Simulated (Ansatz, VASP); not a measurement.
Cd: VASP beside Ansatz

Contents of POSCAR:

```
Cd
1.0
   -1.7605412911      1.7605412911      1.7605412911
    1.7605412911     -1.7605412911      1.7605412911
    1.7605412911      1.7605412911     -1.7605412911
Cd
1
Direct
    0.0000000000      0.0000000000      0.0000000000
```

File INCAR.step1:

```
SYSTEM = Cd
ALGO = Normal ; EDIFF = 1E-4
ENCUT = 600 ; GGA = PE
ISMEAR = 0 ; LASPH = .TRUE.
LCHARG = .FALSE. ; LREAL = .FALSE.
LWAVE = .TRUE. ; NELM = 60
PREC = Accurate ; SIGMA = 0.1
```

The input INCAR.step2:

```
SYSTEM = Cd
ALGO = Normal ; EDIFF = 1E-6
EDIFFG = -0.01 ; ENCUT = 600
IBRION = 2 ; ISIF = 3
ISMEAR = 0 ; ISTART = 1
LASPH = .TRUE. ; LCHARG = .FALSE.
LMIXTAU = .TRUE. ; LREAL = .FALSE.
LWAVE = .FALSE. ; METAGGA = R2SCAN
NELM = 60 ; NSW = 80
PREC = Accurate ; SIGMA = 0.1
```

File KPOINTS:

```
k-points
0
G
  16 16 16
  0 0 0
```

Input for Ansatz:

```yaml
crystal:
  lattice:
    - [-1.7605412911, 1.7605412911, 1.7605412911]
    - [1.7605412911, -1.7605412911, 1.7605412911]
    - [1.7605412911, 1.7605412911, -1.7605412911]
  atoms:
    - { symbol: Cd, position: [0.0, 0.0, 0.0] }
basis:
  ecutwfc: 500
kpoints:
  mp_grid: { grid: [16, 16, 16] }
hamiltonian:
  xc: r2scan
scf:
  occupations: { method: gaussian, width: 0.1 }
output:
  forces: true
  stress: true
  eigenvalues: true
  write_density: true
  write_potential: true
  elf: true
  volumetric_format: npy
relax:
  adjacent_minimum: "off"
  f_tol: 0.01
  max_steps: 60
  cell: { stress_tol: 0.1 }
```

Alike in both runs: task relaxation of cell and atoms; functional r2SCAN; k mesh 16 × 16 × 16; occupations gaussian, width 0.1 eV; no spin polarisation.

```csv
,VASP,Ansatz
version,VASP 6.6.1,Ansatz 0.2.0
potentials or method,"VASP PAW PBE potentials, release 64 (Cd), cutoff 600 eV","scalar-relativistic, plane waves, PAW"
valence electrons in the cell,12,20
```

```tsv
	VASP	Ansatz	Ansatz less VASP
gap on the k mesh at the Fermi level, each at its own relaxed structure (eV)	none	none	-
relaxed volume (Å³/atom)	22.20	22.12	-0.086
relaxed length of the cell vector where the two differ most in proportion (Å)	3.067	3.063	-0.0040
```

VASP's potentials were made for PBE, not for r2SCAN. A gap of «none» marks a metal or a gap that the smearing closes. VASP's potentials hold 12 valence electrons a cell and Ansatz's 20, so a difference there can come from the potentials and not from the codes.
